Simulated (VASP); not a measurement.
## Cu6Ru: single point with PBE

The system is Cu6Ru.

```
CELL_PARAMETERS angstrom
2.62207 0.00000 0.00000
-1.31103 2.27078 0.00000
0.00000 0.00000 29.16580
ATOMIC_POSITIONS crystal
Cu 0.66667 0.33333 0.11195
Cu 0.00000 0.00000 0.18265
Cu 0.33333 0.66667 0.25326
Cu 0.66667 0.33333 0.32373
Cu 0.00000 0.00000 0.39420
Cu 0.33333 0.66667 0.46479
Cu 0.66667 0.33333 0.53521
Cu 0.33333 0.66667 0.67627
Cu 0.00000 0.00000 0.60580
Cu 0.33333 0.66667 0.88805
Cu 0.00000 0.00000 0.81735
Cu 0.66667 0.33333 0.74674
Ru 0.33333 0.66667 0.03607
Ru 0.66667 0.33333 0.96393
```

```json
{
  "Program": "VASP 6.6.1",
  "Task": "single point",
  "Functional": "PBE",
  "Potentials or basis": "VASP PAW PBE potentials, release 64 (Cu, Ru_pv)",
  "Cutoff": "520 eV",
  "k mesh": "12 × 12 × 1",
  "Occupations": "gaussian, width 0.1 eV",
  "Spin": "no spin polarisation",
  "Dipole correction": "no",
  "Further INCAR settings": "ALGO = Fast; EDIFF = 1e-06; NBANDS = 93"
}
```

| Property | Result |
| --- | --- |
| Pressure | 0.4 GPa |
| Band gap on the k mesh | zero (band 80 reaches 11.10 eV, above the bottom of band 81 at 6.43 eV) |

Forces on the atoms (eV/Å):
```
Cu   0.000  0.000  0.000
Cu   0.000  0.000  0.001
Cu   0.000  0.000  0.001
Cu   0.000  0.000 -0.001
Cu   0.000  0.000  0.001
Cu   0.000  0.000  0.000
Cu   0.000  0.000  0.000
Cu   0.000  0.000  0.001
Cu   0.000  0.000 -0.001
Cu   0.000  0.000  0.000
Cu   0.000  0.000 -0.001
Cu   0.000  0.000 -0.001
Ru   0.000  0.000 -0.003
Ru   0.000  0.000  0.003
```

Levels at points of the mesh, in eV from the Fermi level:
```
           k point  band 78  band 79  band 80  band 81  band 82  band 83
(0.00, 0.00, 0.00)    -1.71    -1.71    -1.63    -1.63    -1.57    -1.57
(0.50, 0.00, 0.00)     0.70     0.74     0.80     1.04     1.04     1.28
```

Wall time 7 min on 1 thread of Intel(R) Xeon(R) 6975P-C (Granite Rapids), on a shared host, peak memory 0.42 GiB.
